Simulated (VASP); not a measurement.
# Sb (R-3m) in VASP: a series of runs, part 2 of 2

VASP 6.6.1. Earlier steps stand in the parts before.

**3. Single point, r2SCAN**

This run uses another cell than the first one, of 34.75 Å³/atom.

POSCAR

```
Sb
1.0
    1.8396653327      1.0621312750      8.8909871184
   -1.8396653327      1.0621312750      8.8909871184
    0.0000000000     -2.1242625501      8.8909871184
Sb
3
Direct
    0.0000000000      0.0000000000      0.0000000000
    0.2222200000      0.2222200000      0.2222200000
    0.7777800000      0.7777800000      0.7777800000
```

INCAR.step1

```
PREC     = Accurate       # precision mode
ENCUT    = 520            # plane-wave cutoff, eV
ISMEAR   = 0              # smearing method
SIGMA    = 0.1            # smearing width, eV
LREAL    = F              # projectors in reciprocal space
LASPH    = T              # aspherical terms in the spheres
NELM     = 100            # most SCF steps
NBANDS   = 14             # bands
GGA      = PE             # functional
ALGO     = Normal         # electronic algorithm
EDIFF    = 1E-4           # SCF threshold, eV
LWAVE    = T              # write WAVECAR
LCHARG   = F              # write CHGCAR
```

INCAR.step2

```
PREC     = Accurate       # precision mode
ENCUT    = 520            # plane-wave cutoff, eV
EDIFF    = 1E-6           # SCF threshold, eV
ISMEAR   = 0              # smearing method
SIGMA    = 0.1            # smearing width, eV
LREAL    = F              # projectors in reciprocal space
LASPH    = T              # aspherical terms in the spheres
NELM     = 100            # most SCF steps
ALGO     = Normal         # electronic algorithm
ISIF     = 2              # what is computed and relaxed
LWAVE    = F              # write WAVECAR
LCHARG   = T              # write CHGCAR
METAGGA  = R2SCAN         # meta-GGA
LMIXTAU  = T            
LELF     = T              # ELF
LVHAR    = T            
NBANDS   = 14             # bands
ISTART   = 1
```

KPOINTS

```
Automatic mesh
0
Gamma
  6 6 6
```

Potentials or basis: VASP PAW PBE potentials, release 64 (Sb).

Launch:

```sh
$ cat potpaw_PBE.64/Sb/POTCAR > POTCAR
$ cp INCAR.step1 INCAR
$ mpirun -np 1 vasp_std > vasp.out
$ cp INCAR.step2 INCAR
$ mpirun -np 1 vasp_std > vasp.out
```

OUTCAR:

```text
PREC = Accurate
   ENCUT = 520
   EDIFF = 1E-6
   ISMEAR = 0
   LREAL = F
   LASPH = T
   NELM = 100
   ISIF = 2
   METAGGA = R2SCAN
   ISTART = 1

 ion  position               nearest neighbor table
   1  0.000  0.000  0.000-   3 3.65   2 3.65   3 3.65   3 3.65   2 3.65   2 3.65
   2  0.222  0.222  0.222-   3 3.65   3 3.65   3 3.65   1 3.65   1 3.65   1 3.65
   3  0.778  0.778  0.778-   2 3.65   2 3.65   2 3.65   1 3.65   1 3.65   1 3.65

  LATTYP: Found a trigonal (rhomboedric) cell.
 ALAT       =     9.1412331401
 COS(alpha) =     0.9189975651

  Lattice vectors:

 A1 = (   1.8396653327,   1.0621312750,   8.8909871184)
 A2 = (  -1.8396653327,   1.0621312750,   8.8909871184)
 A3 = (   0.0000000000,  -2.1242625501,   8.8909871184)

Analysis of symmetry for initial positions (statically):
=====================================================================
 Subroutine PRICEL returns:
 Original cell was already a primitive cell.

 Routine SETGRP: Setting up the symmetry group for a
 trigonal (rhombohedral) supercell.

 Subroutine GETGRP returns: Found 12 space group operations
 (whereof 12 operations were pure point group operations)
 out of a pool of 12 trial point group operations.

The static configuration has the point symmetry D_3d.

Analysis of symmetry for dynamics (positions and initial velocities):
=====================================================================
 Subroutine PRICEL returns:
 Original cell was already a primitive cell.

 Routine SETGRP: Setting up the symmetry group for a
 trigonal (rhombohedral) supercell.

 Subroutine GETGRP returns: Found 12 space group operations
 (whereof 12 operations were pure point group operations)
 out of a pool of 12 trial point group operations.

The dynamic configuration has the point symmetry D_3d.

 Subroutine INISYM returns: Found 12 space group operations
 (whereof 12 operations are pure point group operations),
 and found     1 'primitive' translations

----------------------------------------------------------------------------------------

                                     Primitive cell

  volume of cell :     104.2361

  direct lattice vectors                    reciprocal lattice vectors
     1.839665333  1.062131275  8.890987118     0.271788565  0.156917201  0.037491150
    -1.839665333  1.062131275  8.890987118    -0.271788565  0.156917201  0.037491150
     0.000000000 -2.124262550  8.890987118     0.000000000 -0.313834402  0.037491150

  length of vectors
     9.141233140  9.141233140  9.141233140     0.316065845  0.316065845  0.316065845

  position of ions in fractional coordinates (direct lattice)
     0.000000000  0.000000000  0.000000000
     0.222220000  0.222220000  0.222220000
     0.777780000  0.777780000  0.777780000

  ion indices of the primitive-cell ions
   primitive index   ion index
                 1           1
                 2           2
                 3           3

----------------------------------------------------------------------------------------

 KPOINTS: Automatic mesh

Automatic generation of k-mesh.
 Grid dimensions read from file:
 generate k-points for:    6    6    6

 Generating k-lattice:

[... 45 lines left out ...]
   total plane-waves  NPLWV = 343000
   dimension x,y,z NGX =    70 NGY =   70 NGZ =   70
   dimension x,y,z NGXF=   140 NGYF=  140 NGZF=  140
   ions per type =               3
   NGX,Y,Z   is equivalent  to a cutoff of  12.73, 12.73, 12.73 a.u.
   NGXF,Y,Z  is equivalent  to a cutoff of  25.46, 25.46, 25.46 a.u.
 SYSTEM =  unknown system
   PREC   = accura    normal or accurate (medium, high low for compatibility)
   ISTART =      1    job   : 0-new  1-cont  2-samecut
   ICHARG =      0    charge: 1-file 2-atom 10-const
   ISPIN  =      1    spin polarized calculation?
   LNONCOLLINEAR =      F non collinear calculations
   LSORBIT =      F    spin-orbit coupling
   LASPH  =      T    aspherical Exc in radial PAW
   ENCUT  =  520.0 eV  38.22 Ry    6.18 a.u.  17.00 17.00 17.00*2*pi/ulx,y,z
   NELM   =    100;   NELMIN=  2; NELMDL=  0     # of ELM steps
   EDIFF  = 0.1E-05   stopping-criterion for ELM
   LREAL  =      F    real-space projection
   EDIFFG = 0.1E-04   stopping-criterion for IOM
   NSW    =      0    number of steps for IOM
   IBRION =     -1    ionic relax: 0-MD 1-quasi-New 2-CG
   NFREE  =      0    steps in history (QN), initial steepest desc. (CG)
   ISIF   =      2    stress and relaxation
   ISYM   =      2    0-nonsym 1-usesym 2-fastsym
   POTIM  = 0.5000    time-step for ionic-motion
   TEBEG  =    0.0;   TEEND  =   0.0 temperature during run
   PSTRESS=    0.0 pullay stress
   NELECT =      15.0000    total number of electrons
   NUPDOWN=      -1.0000    fix difference up-down
   EMIN   =  10.00;   EMAX   =-10.00  energy-range for DOS
   EFERMI =   0.00;   METHOD = LEGACY
   ISMEAR =     0;   SIGMA  =   0.10  broadening in eV -4-tet -1-fermi 0-gaus
   EFERMI_NEDOS =   21; number of points for ismear=-14 and -15
   IALGO  =     38    algorithm
   IMIX   =      4    mixing-type and parameters
     AMIX     =   0.40;   BMIX     =  1.00
     AMIX_MAG =   1.60;   BMIX_MAG =  1.00
  volume/ion in A,a.u.               =      34.75       234.47
  Fermi-wavevector in a.u.,A,eV,Ry     =   0.857892  1.621180 10.013592  0.735978
  Thomas-Fermi vector in A             =   1.975014
   LORBIT       =      0    0 simple, 1 ext, 2 COOP (PROOUT), +10 PAW based schemes
   METAGGA = R2SCAN    functional components
   LHFCALC =     F    Hartree Fock is set to
   AEXX    =    0.0000 exact exchange contribution
   IVDW    =     0    specifies the selected vdW correction
   LEPSILON=     F    determine dielectric tensor
   LRPA    =     F    only Hartree local field effects (RPA)
 non-spin polarized calculation
 Gauss-broadening in eV      SIGMA  =   0.10
  energy-cutoff  :      520.00
  volume of cell :      104.24
 maximum number of plane-waves:      2826
 NGX is ok and might be reduce to    70
   NGX = 33   NGY = 33   NGZ = 33

 number of electron      15.0000000 magnetization

 Free energy of the ion-electron system (eV)
  ---------------------------------------------------
  ext. energy  EPLUGINS =         0.00000000
  ---------------------------------------------------
  free energy    TOTEN  =       -75.06123523 eV

  energy without entropy =      -75.04427081  energy(sigma->0) =      -75.05275302

 E-fermi :   5.5113     XC(G=0):  -9.6385

 val. band max:        5.5099986963   @ k =   0.3333   0.0000   0.0000
 cond. band min:       5.5144313662   @ k =  -0.3333   0.3333   0.0000
 fundamental gap:      0.0044326700
 Fermi energy:         5.5113187978

 k-point     1 :       0.0000    0.0000    0.0000
  band No.  band energies     occupation
      1      -6.2952      2.00000
      2      -4.6032      2.00000
      3      -4.5975      2.00000
      4       2.8859      2.00000
      5       2.8958      2.00000
      6       8.2224      0.00000
      7       8.2224      0.00000
      8       8.2541      0.00000
      9       8.2541      0.00000
     10       9.2234      0.00000
     11       9.2234      0.00000
     12       9.4775      0.00000
     13      12.8726      0.00000
     14      13.0183      0.00000
[... 377 lines left out ...]
      1      -3.6170      2.00000
      2      -3.5441      2.00000
      3      -2.4942      2.00000
      4       1.8347      2.00000
      5       2.2643      2.00000
      6       2.8621      2.00000
      7       3.6755      2.00000
      8       4.3277      2.00000
      9       5.2151      1.99997
     10       5.5669      0.43150
     11       7.0552      0.00000
     12       7.9062      0.00000
     13      11.7262      0.00000
     14      12.7723      0.00000

 [... further k-points ...]

------------------------ aborting loop because EDIFF is reached ----------------------------------------

  FORCE on cell =-STRESS in cart. coord.  units (eV):
  Direction    XX          YY          ZZ          XY          YZ          ZX
  --------------------------------------------------------------------------------------
  -------------------------------------------------------------------------------------
  Total       -6.3059394     -6.3059394     -5.1112250      0.0000000      0.0000000      0.0000000
  in kB      -96.9264085    -96.9264085    -78.5628686      0.0000000      0.0000000      0.0000000
  external PRESSURE =     -90.8052285 kB  Pullay stress =       0.0000000 kB

 VOLUME and BASIS-vectors are now :
 -----------------------------------------------------------------------------
  energy-cutoff  :      520.00
  volume of cell :      104.24
      direct lattice vectors                 reciprocal lattice vectors
     1.839665333  1.062131275  8.890987118     0.271788565  0.156917201  0.037491150
    -1.839665333  1.062131275  8.890987118    -0.271788565  0.156917201  0.037491150
     0.000000000 -2.124262550  8.890987118     0.000000000 -0.313834402  0.037491150

 POSITION                                       TOTAL-FORCE (eV/Angst)
 -----------------------------------------------------------------------------------
      0.00000      0.00000      0.00000         0.000000     -0.000000      0.000000
      0.00000     -0.00000      5.92727         0.000000      0.000000     -0.148058
      0.00000     -0.00000     20.74570         0.000000     -0.000000      0.148058
 -----------------------------------------------------------------------------------
    total drift:                                0.000000     -0.000000      0.000000

  FREE ENERGIE OF THE ION-ELECTRON SYSTEM (eV)
  ---------------------------------------------------
  free  energy   TOTEN  =       -75.0612352292 eV

  energy  without entropy=      -75.0442708069  energy(sigma->0) =      -75.05275302
```

Wall time 14 min (1 thread of AMD EPYC 9R45 (Zen 5), shared host); peak memory 0.72 GiB.

What came out:

```yaml
Free_energy: -75.0612 eV
Pressure: -9.1 GPa
Largest_force: 0.148 eV/Å
Band_gap_on_the_k_mesh: zero (an odd number of electrons rules out a gap without spin polarisation)
```

Forces on the atoms (eV/Å):
```
Sb   0.000  0.000  0.000
Sb   0.000  0.000 -0.148
Sb   0.000  0.000  0.148
```

Caveat: the cell stands under tension; the PAW data sets were made with another functional, which shifts forces and pressure a little; spin-orbit coupling is left out, which moves the levels of the heavy elements.
